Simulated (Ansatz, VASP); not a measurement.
# Zn2Ag3: VASP beside Ansatz

File INCAR:

```
SYSTEM = Zn2Ag3
PREC = Accurate ; ENCUT = 600
EDIFF = 1E-6 ; ISMEAR = 0
SIGMA = 0.1 ; LREAL = .False.
LASPH = .True. ; NELM = 100
ALGO = Fast ; ISIF = 3
LWAVE = .False. ; LCHARG = .False.
GGA = PE ; IBRION = 2
NSW = 90 ; EDIFFG = -0.04
```

File KPOINTS:

```
Automatic mesh
0
Gamma
  4 4 4
  0 0 0
```

Contents of POSCAR:

```
Zn2Ag3
1.0
    4.6020321300      0.0000000000      0.0000000000
    0.0000000000      4.6020321300      0.0000000000
    0.0000000000      0.0000000000      4.6020321300
Zn Ag
2 3
Direct
    0.5000000000      0.5000000000      0.5000000000
    0.0000000000      0.0000000000      0.0000000000
    0.0000000000      0.5000000000      0.5000000000
    0.5000000000      0.0000000000      0.5000000000
    0.5000000000      0.5000000000      0.0000000000
```

Input for Ansatz:

```yaml
crystal:
  lattice:
    - [4.60203213, 0.0, 0.0]
    - [0.0, 4.60203213, 0.0]
    - [0.0, 0.0, 4.60203213]
  atoms:
    - { symbol: Zn, position: [0.5, 0.5, 0.5] }
    - { symbol: Zn, position: [0.0, 0.0, 0.0] }
    - { symbol: Ag, position: [0.0, 0.5, 0.5] }
    - { symbol: Ag, position: [0.5, 0.0, 0.5] }
    - { symbol: Ag, position: [0.5, 0.5, 0.0] }
basis:
  ecutwfc: 420
kpoints:
  mp_grid: { grid: [4, 4, 4] }
hamiltonian:
  xc: pbe
scf:
  occupations: { method: gaussian, width: 0.1 }
  lower_state_search: "off"
output:
  forces: true
  stress: true
  eigenvalues: true
relax:
  adjacent_minimum: "off"
  f_tol: 0.04
  max_steps: 70
  cell: { stress_tol: 0.4 }
```

Alike in both runs: task relaxation of cell and atoms; functional PBE; k mesh 4 × 4 × 4; occupations gaussian, width 0.1 eV; no spin polarisation.

|  | VASP | Ansatz |
| --- | --- | --- |
| version | VASP 6.6.1 | Ansatz 0.2.0 |
| potentials or method | VASP PAW PBE potentials, release 64 (Zn, Ag), cutoff 600 eV | scalar-relativistic, plane waves, PAW |
| valence electrons in the cell | 57 | 81 |

Ansatz gave:

| Item | Value |
| --- | --- |
| gap on the k mesh at the Fermi level, each at its own relaxed structure (eV) | none |
| relaxed volume (Å³/atom) | 22.94 |
| relaxed cell length with the largest relative difference (Å) | 4.859 |

Q: Estimate VASP's values.

A: gap on the k mesh at the Fermi level, each at its own relaxed structure (eV): none; relaxed volume (Å³/atom): 23.04; relaxed cell length with the largest relative difference (Å): 4.865.

A gap of «none» marks a metal or a gap that the smearing closes. VASP's potentials hold 57 valence electrons a cell and Ansatz's 81, so a difference there can come from the potentials and not from the codes.

Noted on VASP's run: the volume moved by over 15 % at a fixed basis, so the end points are rough.
